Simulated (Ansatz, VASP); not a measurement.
**KZrCl4: VASP beside Ansatz**

File INCAR:

```
  PREC = Accurate
  ENCUT = 520
  EDIFF = 1E-6
  ISMEAR = 0
  SIGMA = 0.1
  LREAL = False
  LASPH = True
  NELM = 150
  ALGO = Normal
  ISIF = 2
  LWAVE = False
  LCHARG = True
  ISPIN = 2
  MAGMOM = 0 1 0 0 0 0
  LORBIT = 11
  LMAXMIX = 4
  GGA = PE
  LELF = True
  LVHAR = True
  NBANDS = 38
```

Contents of KPOINTS:

```
regular mesh
0
Gamma
  4 4 4
```

The input POSCAR:

```
KZrCl4
1.0
    0.0000000000      4.4976606300      4.4976606300
    4.4976606300      0.0000000000      4.4976606300
    4.4976606300      4.4976606300      0.0000000000
K Zr Cl
1 1 4
Direct
    0.7500000000      0.7500000000      0.7500000000
    0.0000000000      0.0000000000      0.0000000000
    0.8753639800      0.3748786700      0.3748786700
    0.3748786700      0.3748786700      0.3748786700
    0.3748786700      0.8753639800      0.3748786700
    0.3748786700      0.3748786700      0.8753639800
```

Input for Ansatz:

```yaml
crystal:
  lattice:
    - [0.0, 4.49766063, 4.49766063]
    - [4.49766063, 0.0, 4.49766063]
    - [4.49766063, 4.49766063, 0.0]
  atoms:
    - { symbol: K, position: [0.75, 0.75, 0.75] }
    - { symbol: Zr, position: [0.0, 0.0, 0.0], spin: 1.0 }
    - { symbol: Cl, position: [0.87536398, 0.37487867, 0.37487867] }
    - { symbol: Cl, position: [0.37487867, 0.37487867, 0.37487867] }
    - { symbol: Cl, position: [0.37487867, 0.87536398, 0.37487867] }
    - { symbol: Cl, position: [0.37487867, 0.37487867, 0.87536398] }
basis:
  ecutwfc: 420
kpoints:
  mp_grid: { grid: [4, 4, 4] }
hamiltonian:
  xc: pbe
scf:
  occupations: { method: gaussian, width: 0.1 }
  lower_state_search: "off"
output:
  forces: true
  stress: true
  eigenvalues: true
  populations: true
magnetization:
  spin_polarized: true
```

Change from the starting cell: species swapped into the LaLuAl4 type (F-43m, No. 216).

Alike in both runs: task single point; functional PBE; k mesh 4 × 4 × 4; occupations gaussian, width 0.1 eV; collinear spin.

|  | VASP | Ansatz |
| --- | --- | --- |
| version | VASP 6.6.1 | Ansatz 0.2.0 |
| potentials or method | VASP PAW PBE potentials, release 64 (K_sv, Zr_sv, Cl), cutoff 520 eV | scalar-relativistic, plane waves, PAW |
| valence electrons in the cell | 49 | 49 |

```csv
,VASP,Ansatz,Ansatz less VASP
gap on the k mesh at the Fermi level (eV),none,none,-
pressure (GPa),-3.4,-3.2,+0.16
rms of the force components (eV/Å),0.054,0.053,-0.0008
net moment per atom (μB),0.34,0.17,-0.171
size of the moment on the site where the two differ most (μB),1.46,1.79,+0.330
```

The net moments are unlike, so the other rows may belong to different states. Site moments also hang on the region over which each program counts them. Atom by atom the forces differ by 0.001 eV/Å (rms over components). A gap of «none» marks a metal or a gap that the smearing closes.
